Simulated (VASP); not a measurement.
# AlNi3 (I4/mmm) in VASP: single point with PBEsol

Aim: the single point of AlNi3 with PBEsol.

Program: VASP 6.6.1. These are calculated values, not measurements. Logs are shortened: lines on timing, memory, paths and dates and some standing lists are left out, and cuts for length are marked.

### Step 1. The cell of the first run

It takes space group I4/mmm (No. 139, tetragonal). Conventional cell: a = 3.799 Å, b = 3.799 Å, c = 5.597 Å, α = 90.00°, β = 90.00°, γ = 90.00°. Al (site symmetry 4/mmm) has 14 Ni at 2.36 to 2.80 Å within 3.1 Å. Within 3.1 Å of Ni (site symmetry -4m2) lie 4 Al at 2.36 Å and 10 Ni at 2.36 to 2.80 Å. Ni (site symmetry 4/mmm) has 8 Ni at 2.36 Å and 6 Al at 2.69 to 2.80 Å within 3.1 Å.

### Step 2. Single point, PBEsol (strain -0.040 along x and y, +0.000 along z)

INCAR reads:

```
SYSTEM = AlNi3
  ALGO = Fast
  EDIFF = 1E-6
  ENCUT = 520
  GGA = PS
  ISIF = 2
  ISMEAR = 0
  LASPH = .TRUE.
  LCHARG = .FALSE.
  LREAL = .FALSE.
  LWAVE = .FALSE.
  NBANDS = 24
  NELM = 60
  PREC = Accurate
  SIGMA = 0.15
```

KPOINTS reads:

```
k-points
0
G
  14 14 14
  0 0 0
```

POSCAR reads:

```
AlNi3
1.0
    0.0000000000      2.6864715449      2.7984078593
    2.6864715449      0.0000000000      2.7984078593
    2.6864715449      2.6864715449      0.0000000000
Al Ni
1 3
Direct
    0.5000000000      0.5000000000      0.5000000000
    0.2500000000      0.2500000000      0.2500000000
    0.0000000000      0.0000000000      0.0000000000
    0.7500000000      0.7500000000      0.7500000000
```

Potentials or basis: VASP PAW PBE potentials, release 64 (Al, Ni).

Launch:

```console
cat potpaw_PBE.64/Al/POTCAR potpaw_PBE.64/Ni/POTCAR > POTCAR
mpirun -np 1 vasp_std > vasp.out
```

OUTCAR:

```text
SYSTEM = AlNi3
   EDIFF = 1E-6
   ENCUT = 520
   GGA = PS
   ISIF = 2
   ISMEAR = 0
   LASPH = .TRUE.
   LREAL = .FALSE.
   NELM = 60
   PREC = Accurate

 ion  position               nearest neighbor table
   1  0.500  0.500  0.500-   2 2.36   2 2.36   2 2.36   2 2.36   4 2.36   4 2.36   4 2.36   4 2.36
                             3 2.69   3 2.69   3 2.69   3 2.69   3 2.80   3 2.80
   2  0.250  0.250  0.250-   3 2.36   3 2.36   3 2.36   1 2.36   3 2.36   1 2.36   1 2.36   1 2.36
                             4 2.69   4 2.69   4 2.69   4 2.69   4 2.80   4 2.80
   3  0.000  0.000  0.000-   4 2.36   4 2.36   4 2.36   2 2.36   4 2.36   2 2.36   2 2.36   2 2.36
                             1 2.69   1 2.69   1 2.69   1 2.69   1 2.80   1 2.80
   4  0.750  0.750  0.750-   1 2.36   1 2.36   1 2.36   1 2.36   3 2.36   3 2.36   3 2.36   3 2.36
                             2 2.69   2 2.69   2 2.69   2 2.69   2 2.80   2 2.80

  LATTYP: Found a body centered tetragonal cell.
 ALAT       =     3.7992444937
 C/A-ratio  =     1.4731391275

  Lattice vectors:

 A1 = (  -2.6864715449,   0.0000000000,   2.7984078593)
 A2 = (   2.6864715449,   0.0000000000,   2.7984078593)
 A3 = (   0.0000000000,   2.6864715449,  -2.7984078593)

Analysis of symmetry for initial positions (statically):
=====================================================================
 Subroutine PRICEL returns:
 Original cell was already a primitive cell.

 Routine SETGRP: Setting up the symmetry group for a
 body centered tetragonal supercell.

 Subroutine GETGRP returns: Found 16 space group operations
 (whereof 16 operations were pure point group operations)
 out of a pool of 16 trial point group operations.

The static configuration has the point symmetry D_4h.

Analysis of symmetry for dynamics (positions and initial velocities):
=====================================================================
 Subroutine PRICEL returns:
 Original cell was already a primitive cell.

 Routine SETGRP: Setting up the symmetry group for a
 body centered tetragonal supercell.

 Subroutine GETGRP returns: Found 16 space group operations
 (whereof 16 operations were pure point group operations)
 out of a pool of 16 trial point group operations.

The dynamic configuration has the point symmetry D_4h.

 Subroutine INISYM returns: Found 16 space group operations
 (whereof 16 operations are pure point group operations),
 and found     1 'primitive' translations

----------------------------------------------------------------------------------------

                                     Primitive cell

  volume of cell :      40.3929

  direct lattice vectors                    reciprocal lattice vectors
     0.000000000  2.686471545  2.798407859    -0.186117735  0.186117735  0.178673026
     2.686471545  0.000000000  2.798407859     0.186117735 -0.186117735  0.178673026
     2.686471545  2.686471545  0.000000000     0.186117735  0.186117735 -0.178673026

  length of vectors
     3.879202999  3.879202999  3.799244494     0.318125247  0.318125247  0.318125247

  position of ions in fractional coordinates (direct lattice)
     0.500000000  0.500000000  0.500000000
     0.250000000  0.250000000  0.250000000
     0.000000000  0.000000000  0.000000000
     0.750000000  0.750000000  0.750000000

  ion indices of the primitive-cell ions
   primitive index   ion index
                 1           1
                 2           2
                 3           3
                 4           4

----------------------------------------------------------------------------------------

 KPOINTS: k-points

Automatic generation of k-mesh.
 Grid dimensions read from file:
 generate k-points for:   14   14   14

 Generating k-lattice:

  Cartesian coordinates                     Fractional coordinates (reciprocal lattice)
    -0.013294124  0.013294124  0.012762359     0.071428571  0.000000000  0.000000000
     0.013294124 -0.013294124  0.012762359     0.000000000  0.071428571  0.000000000
     0.013294124  0.013294124 -0.012762359     0.000000000  0.000000000  0.071428571

  Length of vectors
     0.022723232  0.022723232  0.022723232

  Shift w.r.t. Gamma in fractional coordinates (k-lattice)
     0.000000000  0.000000000  0.000000000

 Subroutine IBZKPT returns following result:
 ===========================================

 Found    244 irreducible k-points:

 Following reciprocal coordinates:
            Coordinates               Weight
  0.000000  0.000000  0.000000      1.000000
  0.071429  0.000000  0.000000      8.000000
  0.142857  0.000000  0.000000      8.000000
  0.214286  0.000000  0.000000      8.000000
  0.285714  0.000000  0.000000      8.000000
  0.357143  0.000000  0.000000      8.000000
[... 16 lines left out ...]
  0.214286  0.142857  0.000000      8.000000
  0.285714  0.142857  0.000000      8.000000
 [... further k-points ...]
   k-points           NKPTS =    244   k-points in BZ     NKDIM =    244   number of bands    NBANDS=     24
   number of dos      NEDOS =    301   number of ions     NIONS =      4
   total plane-waves  NPLWV =  25200
   dimension x,y,z NGX =    30 NGY =   30 NGZ =   28
   dimension x,y,z NGXF=    60 NGYF=   60 NGZF=   56
   ions per type =               1   3
   NGX,Y,Z   is equivalent  to a cutoff of  12.86, 12.86, 12.25 a.u.
   NGXF,Y,Z  is equivalent  to a cutoff of  25.71, 25.71, 24.50 a.u.
 SYSTEM =  AlNi3
   PREC   = accura    normal or accurate (medium, high low for compatibility)
   ISTART =      0    job   : 0-new  1-cont  2-samecut
   ICHARG =      2    charge: 1-file 2-atom 10-const
   ISPIN  =      1    spin polarized calculation?
   LNONCOLLINEAR =      F non collinear calculations
   LSORBIT =      F    spin-orbit coupling
   LASPH  =      T    aspherical Exc in radial PAW
   ENCUT  =  520.0 eV  38.22 Ry    6.18 a.u.   7.21  7.21  7.06*2*pi/ulx,y,z
   NELM   =     60;   NELMIN=  2; NELMDL= -5     # of ELM steps
   EDIFF  = 0.1E-05   stopping-criterion for ELM
   LREAL  =      F    real-space projection
   EDIFFG = 0.1E-04   stopping-criterion for IOM
   NSW    =      0    number of steps for IOM
   IBRION =     -1    ionic relax: 0-MD 1-quasi-New 2-CG
   NFREE  =      0    steps in history (QN), initial steepest desc. (CG)
   ISIF   =      2    stress and relaxation
   ISYM   =      2    0-nonsym 1-usesym 2-fastsym
   POTIM  = 0.5000    time-step for ionic-motion
   TEBEG  =    0.0;   TEEND  =   0.0 temperature during run
   PSTRESS=    0.0 pullay stress
   NELECT =      33.0000    total number of electrons
   NUPDOWN=      -1.0000    fix difference up-down
   EMIN   =  10.00;   EMAX   =-10.00  energy-range for DOS
   EFERMI =   0.00;   METHOD = LEGACY
   ISMEAR =     0;   SIGMA  =   0.15  broadening in eV -4-tet -1-fermi 0-gaus
   EFERMI_NEDOS =   21; number of points for ismear=-14 and -15
   IALGO  =     68    algorithm
   IMIX   =      4    mixing-type and parameters
     AMIX     =   0.40;   BMIX     =  1.00
     AMIX_MAG =   1.60;   BMIX_MAG =  1.00
  volume/ion in A,a.u.               =      10.10        68.15
  Fermi-wavevector in a.u.,A,eV,Ry     =   1.530421  2.892077 31.867417  2.342189
  Thomas-Fermi vector in A             =   2.637906
   LORBIT       =      0    0 simple, 1 ext, 2 COOP (PROOUT), +10 PAW based schemes
   GGA     = PS    functional components
   LHFCALC =     F    Hartree Fock is set to
   AEXX    =    0.0000 exact exchange contribution
   IVDW    =     0    specifies the selected vdW correction
   LEPSILON=     F    determine dielectric tensor
   LRPA    =     F    only Hartree local field effects (RPA)
 non-spin polarized calculation
 RMM-DIIS sequential band-by-band and
 Gauss-broadening in eV      SIGMA  =   0.15
  energy-cutoff  :      520.00
  volume of cell :       40.39
 maximum number of plane-waves:      1106
 NGX is ok and might be reduce to    30
   NGX = 15   NGY = 15   NGZ = 15

 number of electron      33.0000007 magnetization

 Free energy of the ion-electron system (eV)
  ---------------------------------------------------
  ext. energy  EPLUGINS =         0.00000000
  ---------------------------------------------------
  free energy    TOTEN  =       -23.89218941 eV

  energy without entropy =      -23.86577368  energy(sigma->0) =      -23.87898155

 E-fermi :  11.0461     XC(G=0): -13.4356

 val. band max:       11.0457878666   @ k =  -0.3571   0.2143   0.0000
 cond. band min:      11.0527374804   @ k =  -0.0714   0.4286   0.3571
 fundamental gap:      0.0069496139
 Fermi energy:        11.0461494133

 k-point     1 :       0.0000    0.0000    0.0000
  band No.  band energies     occupation
      1       0.2174      2.00000
      2       6.9009      2.00000
      3       6.9800      2.00000
      4       7.0914      2.00000
      5       7.1847      2.00000
      6       7.1847      2.00000
[... 16 lines left out ...]
     23      19.1601      0.00000
     24      19.6301      0.00000

 k-point     2 :       0.0714    0.0000    0.0000
  band No.  band energies     occupation
      1       0.2986      2.00000
      2       6.8770      2.00000
      3       6.9529      2.00000
      4       7.1011      2.00000
      5       7.2049      2.00000
      6       7.2563      2.00000
[... 16 lines left out ...]
     23      19.3329      0.00000
     24      19.8499      0.00000

 k-point     3 :       0.1429    0.0000    0.0000
  band No.  band energies     occupation
      1       0.5403      2.00000
      2       6.8547      2.00000
      3       6.9292      2.00000
      4       6.9943      2.00000
      5       7.3470      2.00000
      6       7.4072      2.00000
[... 16 lines left out ...]
     23      19.6465      0.00000
     24      20.0023      0.00000

 k-point     4 :       0.2143    0.0000    0.0000
  band No.  band energies     occupation
      1       0.9372      2.00000
      2       6.7493      2.00000
      3       6.8821      2.00000
      4       6.9427      2.00000
      5       7.5378      2.00000
      6       7.5831      2.00000
[... 16 lines left out ...]
     23      19.9596      0.00000
     24      20.1454      0.00000

 k-point     5 :       0.2857    0.0000    0.0000
  band No.  band energies     occupation
      1       1.4795      2.00000
      2       6.3146      2.00000
      3       6.9221      2.00000
      4       6.9914      2.00000
      5       7.7363      2.00000
      6       7.7474      2.00000
[... 16 lines left out ...]
     23      19.9830      0.00000
     24      20.9099      0.00000

 k-point     6 :       0.3571    0.0000    0.0000
  band No.  band energies     occupation
      1       2.1514      2.00000
      2       5.6213      2.00000
      3       6.9805      2.00000
      4       7.0593      2.00000
      5       7.8634      2.00000
      6       7.8643      2.00000
[... 16 lines left out ...]
     23      19.9664      0.00000
     24      21.8929      0.00000
[... 379 lines left out ...]
 k-point    21 :      -0.0714    0.0714    0.0000
  band No.  band energies     occupation
      1       0.4390      2.00000
      2       6.8905      2.00000
      3       6.8969      2.00000
      4       7.1415      2.00000
      5       7.1762      2.00000
      6       7.3783      2.00000
[... 16 lines left out ...]
     23      19.5421      0.00000
     24      19.7098      0.00000

 k-point    22 :       0.1429    0.1429    0.0000
  band No.  band energies     occupation
      1       0.6241      2.00000
      2       6.5211      2.00000
      3       7.1334      2.00000
      4       7.2587      2.00000
      5       7.3258      2.00000
      6       7.3258      2.00000
[... 16 lines left out ...]
     23      19.1124      0.00000
     24      20.9224      0.00000

 k-point    23 :       0.2143    0.1429    0.0000
  band No.  band energies     occupation
      1       0.9033      2.00000
      2       6.3894      2.00000
      3       7.1825      2.00000
      4       7.2162      2.00000
      5       7.4456      2.00000
      6       7.4671      2.00000
[... 16 lines left out ...]
     23      19.4968      0.00000
     24      21.4577      0.00000

 k-point    24 :       0.2857    0.1429    0.0000
  band No.  band energies     occupation
      1       1.3329      2.00000
      2       6.2554      2.00000
      3       7.0952      2.00000
      4       7.2259      2.00000
      5       7.5891      2.00000
      6       7.5994      2.00000
[... 16 lines left out ...]
     23      19.5519      0.00000
     24      21.5620      0.00000

 [... further k-points ...]
[... 5 lines left out ...]
  --------------------------------------------------------------------------------------
  -------------------------------------------------------------------------------------
  Total        4.8456169      4.8456169      5.2077187      0.0000000      0.0000000     -0.0000000
  in kB      192.2003433    192.2003433    206.5630344      0.0000000      0.0000000     -0.0000000
  external PRESSURE =     196.9879070 kB  Pullay stress =       0.0000000 kB

 VOLUME and BASIS-vectors are now :
 -----------------------------------------------------------------------------
  energy-cutoff  :      520.00
  volume of cell :       40.39
      direct lattice vectors                 reciprocal lattice vectors
     0.000000000  2.686471545  2.798407859    -0.186117735  0.186117735  0.178673026
     2.686471545  0.000000000  2.798407859     0.186117735 -0.186117735  0.178673026
     2.686471545  2.686471545  0.000000000     0.186117735  0.186117735 -0.178673026

 POSITION                                       TOTAL-FORCE (eV/Angst)
 -----------------------------------------------------------------------------------
      2.68647      2.68647      2.79841         0.000000      0.000000     -0.000000
      1.34324      1.34324      1.39920         0.000000      0.000000      0.000000
      0.00000      0.00000      0.00000         0.000000      0.000000     -0.000000
      4.02971      4.02971      4.19761        -0.000000     -0.000000     -0.000000
 -----------------------------------------------------------------------------------
    total drift:                                0.000000     -0.000000      0.000000

  FREE ENERGIE OF THE ION-ELECTRON SYSTEM (eV)
  ---------------------------------------------------
  free  energy   TOTEN  =       -23.8921894141 eV

  energy  without entropy=      -23.8657736773  energy(sigma->0) =      -23.87898155
```

Wall time 3 min (1 thread of Intel Xeon Platinum 8488C (Sapphire Rapids), shared host); peak memory 0.31 GiB.

Results:

```
Free energy : -23.8922 eV
Pressure    : 19.7 GPa
```

Levels at points of the mesh, in eV from the Fermi level:
```tsv
k point	band 14	band 15	band 16	band 17	band 18	band 19
(0.00, 0.00, 0.00)	-0.66	-0.56	-0.52	5.69	5.69	5.81
(0.50, 0.00, 0.00)	-0.72	-0.61	-0.45	-0.15	4.28	4.74
(0.50, 0.50, 0.00)	-0.70	-0.59	-0.40	-0.35	-0.35	-0.27
(0.50, 0.00, 0.50)	-0.96	-0.65	-0.48	-0.39	-0.38	0.11
```

Caveat: the cell differs from its parent crystal (strain -0.040 along x and y, +0.000 along z); the PAW data sets were made with another functional, which shifts forces and pressure a little. Spin polarisation is off, so any magnetic state and its effect on volume and gap are missing.
